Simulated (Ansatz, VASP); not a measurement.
Two plane-wave programs on HfN

```
CELL_PARAMETERS angstrom
0.00000 2.27396 2.27396
2.27396 0.00000 2.27396
2.27396 2.27396 0.00000
ATOMIC_POSITIONS crystal
Hf 0.00000 0.00000 0.00000
N 0.50000 0.50000 0.50000
```

Alike in both runs: functional PBE; k mesh 10 × 10 × 10; no spin polarisation.

Ansatz relaxed the structure, and its values are those at the end. VASP's run is a single point on that final structure, the one shown.

```csv
,VASP,Ansatz
version,VASP 6.6.1,Ansatz 0.2.0
potentials or method,"VASP PAW PBE potentials, release 64 (Hf_pv, N)","plane waves, PAW"
plane-wave cutoff (eV),520,420
occupations,"methfessel-paxton of order 1, width 0.1 eV",cold
valence electrons in the cell,15,31
```

|  | VASP | Ansatz | Ansatz less VASP |
| --- | --- | --- | --- |
| pressure (GPa) | -2.3 | 0.0 | +2.33 |

VASP's potentials hold 15 valence electrons a cell and Ansatz's 31, so a difference there can come from the potentials and not from the codes.

Neither program's run includes spin-orbit coupling.
